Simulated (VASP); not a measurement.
Co:

```
CELL_PARAMETERS angstrom
2.50710 0.00000 0.00000
-1.25355 2.17121 0.00000
0.00000 0.00000 4.06860
ATOMIC_POSITIONS crystal
Co 0.33333 0.66667 0.25000
Co 0.66667 0.33333 0.75000
```

- Program: VASP 6.6.1
- Task: relaxation of cell and atoms
- Functional: BLYP
- Potentials or basis: VASP PAW PBE potentials, release 64 (Co)
- Cutoff: 600 eV
- k mesh: 14 × 14 × 8
- Occupations: fermi-dirac, width 0.1 eV
- Spin: no spin polarisation

At the start: pressure -4.7 GPa; volume 11.07 Å³/atom.

Question: Where does the relaxation end?

Answer: Over 5 steps the energy falls by 4.3 meV/atom and the volume is 10.82 Å³/atom (-2.3 %); space group P6_3/mmc (No. 194, to 0.05 Å).

Step by step:
```csv
step,energy change (eV),largest force (eV/Å),pressure (GPa),volume (Å³)
1,0.0000,0.0000,-4.73,22.15
2,0.0005,0.0000,5.59,21.12
3,-0.0082,0.0000,0.14,21.63
4,-0.0085,0.0000,-0.02,21.64
5,-0.0085,0.0000,0.00,21.64
```

Final structure:
```yaml
crystal:
  lattice:
    - [2.49526, 0.00000, 0.00000]
    - [-1.24763, 2.16095, 0.00000]
    - [0.00000, 0.00000, 4.01342]
  atoms:
    - { symbol: Co, position: [0.33333, 0.66667, 0.25000] }
    - { symbol: Co, position: [0.66667, 0.33333, 0.75000] }
```

Caveat: the PAW data sets were made with another functional, which shifts forces and pressure a little; the run has no spin polarisation, though such a crystal can be magnetic.
